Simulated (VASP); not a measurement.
Here is a VASP 6.6.1 calculation.

INCAR

```
SYSTEM = Cu
PREC = Accurate ; ENCUT = 520
EDIFF = 1E-7 ; ISMEAR = 0
SIGMA = 0.15 ; LREAL = .False.
LASPH = .True. ; NELM = 100
ALGO = Fast ; ISIF = 2
LWAVE = .False. ; LCHARG = .False.
GGA = PS ; NBANDS = 12
```

File KPOINTS:

```
regular mesh
0
Gamma
  22 22 22
  0 0 0
```

File POSCAR:

```
Cu
1.0
    0.0000000000      1.8075000000      1.7803875000
    1.8075000000      0.0000000000      1.7803875000
    1.8075000000      1.8075000000      0.0000000000
Cu
1
Direct
    0.0000000000      0.0000000000      0.0000000000
```

Potentials or basis: VASP PAW PBE potentials, release 64 (Cu).

The run is started by

```sh
$ cat potpaw_PBE.64/Cu/POTCAR > POTCAR
$ mpirun -np 1 vasp_std > vasp.out
```

Q: Estimate the pressure.

A: -3.5 GPa.

Stress tensor (GPa, compression positive):
```
-3.76  0.00  0.00
 0.00 -3.76  0.00
 0.00  0.00 -2.91
```

Caveat: the cell differs from its parent crystal (strain +0.000 along x and y, -0.015 along z); the PAW data sets were made with another functional, which shifts forces and pressure a little.
